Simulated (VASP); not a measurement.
Set up this calculation in VASP 6.6.1, as the native input.

* Task: single point
* Functional: PBEsol
* Potentials or basis: VASP PAW PBE potentials, release 64 (Sr_sv)
* Cutoff: 520 eV
* k mesh: 8 × 8 × 8
* Occupations: fermi-dirac, width 0.1 eV
* Spin: non-collinear spin, zero start, spin-orbit coupling
* Starting moments: [[0.0, 0.0, 0.0]] μB
* Dipole correction: no
* Further INCAR settings: ALGO = Normal; EDIFF = 1e-06; NBANDS = 21

The structure of Sr lies in POSCAR:

```
Sr
1.0
   -2.4350000000      2.4350000000      2.4350000000
    2.4350000000     -2.4350000000      2.4350000000
    2.4350000000      2.4350000000     -2.4350000000
Sr
1
Direct
    0.0000000000      0.0000000000      0.0000000000
```

One way to write it, as run:

INCAR

```
PREC     = Accurate       # precision mode
ENCUT    = 520            # plane-wave cutoff, eV
EDIFF    = 1E-6           # SCF threshold, eV
ISMEAR   = -1             # smearing method
SIGMA    = 0.1            # smearing width, eV
LREAL    = False          # projectors in reciprocal space
LASPH    = True           # aspherical terms in the spheres
NELM     = 150            # most SCF steps
ALGO     = Normal         # electronic algorithm
ISIF     = 2              # what is computed and relaxed
LWAVE    = False          # write WAVECAR
LCHARG   = False          # write CHGCAR
MAGMOM   = 0 0 0          # initial moments
LORBIT   = 11             # projections on sites
LSORBIT  = True           # spin-orbit coupling
GGA_COMPAT= False        
LORBMOM  = True         
GGA      = PS             # functional
NBANDS   = 21             # bands
```

KPOINTS

```
regular mesh
0
Gamma
  8 8 8
```

Potentials or basis: VASP PAW PBE potentials, release 64 (Sr_sv).

The run is started by

```console
$ cat potpaw_PBE.64/Sr_sv/POTCAR > POTCAR
$ mpirun -np 1 vasp_ncl > vasp.out
```

It gave:

```json
{
 "Pressure": "-1.2 GPa",
 "Net moment": "0.00 μB per cell",
 "Valence electrons inside the program's atomic spheres": "Sr 7.89"
}
```

Caveat: the PAW data sets were made with another functional, which shifts forces and pressure a little.

Wall time 86 s on 1 thread of Intel(R) Xeon(R) Platinum 8488C (Sapphire Rapids), with other jobs on the host, peak memory 0.33 GiB.
